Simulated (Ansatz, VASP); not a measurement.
Two plane-wave programs on Ti2B3

```
CELL_PARAMETERS angstrom
2.95798 0.00000 0.00000
0.00000 2.95798 0.00000
0.00000 0.00000 5.90020
ATOMIC_POSITIONS crystal
Ti 0.00000 0.00000 0.70776
Ti 0.50000 0.50000 0.35072
B 0.50000 0.00000 0.01764
B 0.00000 0.50000 0.01764
B 0.00000 0.00000 0.17624
```

Change from the starting cell: species swapped into the Cu3Te2 type (P4mm, No. 99).

Alike in both runs: functional PBE; k mesh 12 × 12 × 6; occupations gaussian, width 0.1 eV; no spin polarisation.

Ansatz relaxed the structure, and its values are those at the end. VASP's run is a single point on that final structure, the one shown.

```csv
,VASP,Ansatz
version,VASP 6.6.1,Ansatz 0.2.0
potentials or method,"VASP PAW PBE potentials, release 64 (Ti_sv, B), cutoff 520 eV","scalar-relativistic, plane waves, PAW"
valence electrons in the cell,33,33
```

```tsv
	VASP	Ansatz	Ansatz less VASP
gap on the k mesh at the Fermi level (eV)	none	none	-
pressure (GPa)	0.0	0.0	-0.01
rms of the force components (eV/Å)	0.008	0.001	-0.0078
```

A gap of «none» marks a metal or a gap that the smearing closes.
